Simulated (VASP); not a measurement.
A run of VASP 6.6.1:

Contents of INCAR:

```
PREC = Accurate
ENCUT = 520
EDIFF = 1E-6
ISMEAR = -1
SIGMA = 0.03
LREAL = False
LASPH = True
NELM = 100
ALGO = Normal
ISIF = 2
LWAVE = False
LCHARG = False
GGA = PE
NBANDS = 11
```

File KPOINTS:

```
regular mesh
0
Gamma
  17 17 17
```

File POSCAR:

```
C
1.0
    1.2381757848      0.7148611226      3.3746733405
   -1.2381757848      0.7148611226      3.3746733405
    0.0000000000     -1.4297222453      3.3746733405
C
2
Direct
    0.1640000000      0.1640000000      0.1640000000
    0.8360000000      0.8360000000      0.8360000000
```

Potentials or basis: VASP PAW PBE potentials, release 64 (C).

The run is started by

```sh
$ cat potpaw_PBE.64/C/POTCAR > POTCAR
$ mpirun -np 1 vasp_std > vasp.out
```

Hardware: 1 thread of Intel(R) Xeon(R) Platinum 8375C CPU @ 2.90GHz (Ice Lake), on a shared host.

Problem. How long does it take, and how much memory?

Solution. It took 84 s on 1 thread of Intel(R) Xeon(R) Platinum 8375C CPU @ 2.90GHz (Ice Lake), on a shared host, peak memory 0.21 GiB. Counts: scf iterations 11, k points 489.
